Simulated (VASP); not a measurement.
**Ti: single point with LDA**

Crystal: Ti.

```
CELL_PARAMETERS angstrom
0.00000 2.03000 2.03000
2.03000 0.00000 2.03000
2.03000 2.03000 0.00000
ATOMIC_POSITIONS crystal
Ti 0.00000 0.00000 0.00000
```

```yaml
Program: VASP 6.6.1
Task: single point
Functional: LDA
Potentials_or_basis: VASP PAW LDA potentials, release 64 (Ti_sv)
Cutoff: 520 eV
k_mesh: 11 × 11 × 11
Occupations: fermi-dirac, width 0.05 eV
Spin: no spin polarisation
Dipole_correction: no
Further_INCAR_settings: ALGO = Normal; EDIFF = 1e-06; NBANDS = 12
```

* Pressure: -5.2 GPa
* Band gap on the k mesh: zero (band 6 reaches 9.26 eV, above the bottom of band 7 at 8.11 eV)

Levels at points of the mesh, in eV from the Fermi level:
| k point | band 3 | band 4 | band 5 | band 6 | band 7 | band 8 | band 9 | band 10 |
| --- | --- | --- | --- | --- | --- | --- | --- | --- |
| (0.00, 0.00, 0.00) | -32.13 | -32.13 | -6.11 | 0.87 | 0.87 | 0.87 | 2.56 | 2.56 |

Wall time 3.9 s on 1 thread of Intel(R) Xeon(R) 6975P-C (Granite Rapids) (shared host), peak memory 0.13 GiB.
